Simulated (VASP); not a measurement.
Wanted: the native input for a VASP 6.6.1 run.

- Task: single point
- Functional: LDA
- Potentials or basis: VASP PAW LDA potentials, release 64 (C)
- Cutoff: 520 eV
- k mesh: 12 × 12 × 12
- Occupations: gaussian, width 0.05 eV
- Spin: no spin polarisation
- Dipole correction: no
- Further INCAR settings: ALGO = Normal; EDIFF = 1e-06; NBANDS = 11

The structure of C lies in POSCAR:

```
C
1.0
    0.0000000000      1.7502343052      1.6677982694
    1.7502343052      0.0000000000      1.6677982694
    1.7502343052      1.7502343052      0.0000000000
C
2
Direct
    0.5000000000      0.5000000000      0.5000000000
    0.7500000000      0.7500000000      0.7500000000
```

This cell differs from its parent crystal: volume 5.109 Å^3 an atom, c/a of the conventional cell 0.9529.

The input as run:

INCAR

```
SYSTEM = C
PREC = Accurate
ENCUT = 520
EDIFF = 1E-6
ISMEAR = 0
SIGMA = 0.05
LREAL = .False.
LASPH = .True.
NELM = 100
ALGO = Normal
ISIF = 2
LWAVE = .False.
LCHARG = .True.
LELF = .True.
LVHAR = .True.
NBANDS = 11
```

KPOINTS

```
Automatic mesh
0
Gamma
  12 12 12
  0 0 0
```

Potentials or basis: VASP PAW LDA potentials, release 64 (C).

Command:

```console
$ cat potpaw_LDA.64/C/POTCAR > POTCAR
$ mpirun -np 1 vasp_std > vasp.out
```

It gave:

```yaml
Pressure: 42.1 GPa
Band_gap_on_the_k_mesh: 3.10 eV, indirect (least direct gap 4.96 eV)
```

Wall time 26 s on 1 thread of AMD EPYC 7R13, with other jobs on the host, peak memory 0.09 GiB.
